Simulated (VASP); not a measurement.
Write the native input for VASP 6.6.1 that does the following.

```yaml
Task: single point
Functional: LDA
Potentials_or_basis: VASP PAW LDA potentials, release 64 (Sn_d, O)
Cutoff: 520 eV
k_mesh: 6 × 6 × 8
Occupations: fermi-dirac, width 0.02 eV
Spin: no spin polarisation
Dipole_correction: no
Further_INCAR_settings: ALGO = Normal; EDIFF = 1e-06; NBANDS = 35
```

The structure of SnO2 (Cassiterite) lies in POSCAR:

```
SnO2
1.0
    4.7201883445      0.0000000000      0.0000000000
    0.0000000000      4.7201883445      0.0000000000
    0.0000000000      0.0000000000      3.1887654616
Sn O
2 4
Direct
    0.0000000000      0.0000000000      0.0000000000
    0.5000000000      0.5000000000      0.5000000000
    0.3060749008      0.3060749008      0.0000000000
    0.1939250992      0.8060749008      0.5000000000
    0.6939250992      0.6939250992      0.0000000000
    0.8060749008      0.1939250992      0.5000000000
```

The input as run:

INCAR

```
SYSTEM = SnO2
PREC = Accurate
ENCUT = 520
EDIFF = 1E-6
ISMEAR = -1
SIGMA = 0.02
LREAL = .False.
LASPH = .True.
NELM = 100
ALGO = Normal
ISIF = 2
LWAVE = .False.
LCHARG = .False.
NBANDS = 35
```

KPOINTS

```
regular mesh
0
Gamma
  6 6 8
  0 0 0
```

Potentials or basis: VASP PAW LDA potentials, release 64 (Sn_d, O).

The run is started by

```bash
$ cat potpaw_LDA.64/Sn_d/POTCAR potpaw_LDA.64/O/POTCAR > POTCAR
$ mpirun -np 1 vasp_std > vasp.out
```

Results of the run:

| Quantity | Value |
| --- | --- |
| Pressure | 1.4 GPa |
| Largest force | 0.027 eV/Å |
| Band gap on the k mesh | 1.21 eV, direct |

Caveat: spin-orbit coupling is left out, which moves the levels of the heavy elements.

Wall time 67 s on 1 thread of Intel(R) Xeon(R) Platinum 8375C CPU @ 2.90GHz (Ice Lake), with other jobs on the host, peak memory 0.21 GiB.
